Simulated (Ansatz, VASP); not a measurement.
## Pt in VASP and in Ansatz

```
CELL_PARAMETERS angstrom
4.55012 0.00000 0.00000
0.00000 4.55012 0.00000
0.00000 0.00000 2.74467
ATOMIC_POSITIONS crystal
Pt 0.00000 0.50000 0.50000
Pt 0.50000 0.00000 0.50000
Pt 0.00000 0.00000 0.00000
```

Alike in both runs: functional PBE; k mesh 10 × 10 × 16; occupations gaussian, width 0.1 eV; no spin polarisation.

Ansatz relaxed the structure, and its values are those at the end. VASP's run is a single point on that final structure, the one shown.

```csv
,VASP,Ansatz
version,VASP 6.6.1,Ansatz 0.2.0
potentials or method,"VASP PAW PBE potentials, release 64 (Pt), cutoff 520 eV","scalar-relativistic, plane waves, PAW"
valence electrons in the cell,30,54
```

|  | VASP | Ansatz | Ansatz less VASP |
| --- | --- | --- | --- |
| gap on the k mesh at the Fermi level (eV) | none | none | - |
| pressure (GPa) | -0.4 | 0.0 | +0.40 |

A gap of «none» marks a metal or a gap that the smearing closes. The functional is the same, so the differences come from potentials, cutoffs and numerics. VASP's potentials hold 30 valence electrons a cell and Ansatz's 54, so a difference there can come from the potentials and not from the codes.

Neither program's run includes spin-orbit coupling.
